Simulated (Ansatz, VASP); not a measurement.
**TiO: VASP beside Ansatz**

Contents of POSCAR:

```
TiO
1.0
    2.7583294382      0.0000000000      0.0000000000
   -1.3791647191      2.3887833655      0.0000000000
    0.0000000000      0.0000000000      2.9118038773
Ti O
1 1
Direct
    0.6666666667      0.3333333333      0.0000000000
    0.0000000000      0.0000000000      0.5000000000
```

The input INCAR.step1:

```
SYSTEM = TiO
PREC = Accurate ; ENCUT = 520
ISMEAR = 0 ; SIGMA = 0.15
LREAL = .FALSE. ; LASPH = .TRUE.
NELM = 60 ; NBANDS = 16
GGA = PE ; ALGO = Normal
EDIFF = 1E-4 ; LWAVE = .TRUE.
LCHARG = .FALSE.
```

Contents of INCAR.step2:

```
SYSTEM = TiO
PREC = Accurate ; ENCUT = 520
EDIFF = 1E-7 ; ISMEAR = 0
SIGMA = 0.15 ; LREAL = .FALSE.
LASPH = .TRUE. ; NELM = 60
ALGO = Normal ; ISIF = 2
LWAVE = .FALSE. ; LCHARG = .FALSE.
METAGGA = R2SCAN ; LMIXTAU = .TRUE.
NBANDS = 16 ; ISTART = 1
```

KPOINTS

```
Automatic mesh
0
G
  30 30 24
  0 0 0
```

Input for Ansatz:

```yaml
crystal:
  lattice:
    - [2.7583294382, 0.0, 0.0]
    - [-1.3791647191, 2.3887833655, 0.0]
    - [0.0, 0.0, 2.9118038773]
  atoms:
    - { symbol: Ti, position: [0.6666666667, 0.3333333333, 0.0] }
    - { symbol: O, position: [0.0, 0.0, 0.5] }
basis:
  ecutwfc: 500
kpoints:
  mp_grid: { grid: [30, 30, 24] }
hamiltonian:
  xc: r2scan
scf:
  occupations: { method: gaussian, width: 0.15 }
output:
  forces: true
  stress: true
  eigenvalues: true
  write_density: true
  write_potential: true
  elf: true
  volumetric_format: npy
```

Alike in both runs: task single point; functional r2SCAN; k mesh 30 × 30 × 24; occupations gaussian, width 0.15 eV; no spin polarisation.

```csv
,VASP,Ansatz
version,VASP 6.6.1,Ansatz 0.2.0
potentials or method,"VASP PAW PBE potentials, release 64 (Ti_sv, O), cutoff 520 eV","scalar-relativistic, plane waves, PAW"
valence electrons in the cell,18,18
```

|  | VASP | Ansatz | Ansatz less VASP |
| --- | --- | --- | --- |
| gap on the k mesh at the Fermi level (eV) | none | none | - |
| pressure (GPa) | 1.0 | -0.8 | -1.78 |
| traceless stress, the component that is largest in VASP (GPa) | -14.22 | -14.64 | -0.420 |

VASP's potentials were made for PBE, not for r2SCAN. A gap of «none» marks a metal or a gap that the smearing closes. The functional is the same, so the differences come from potentials, cutoffs and numerics.
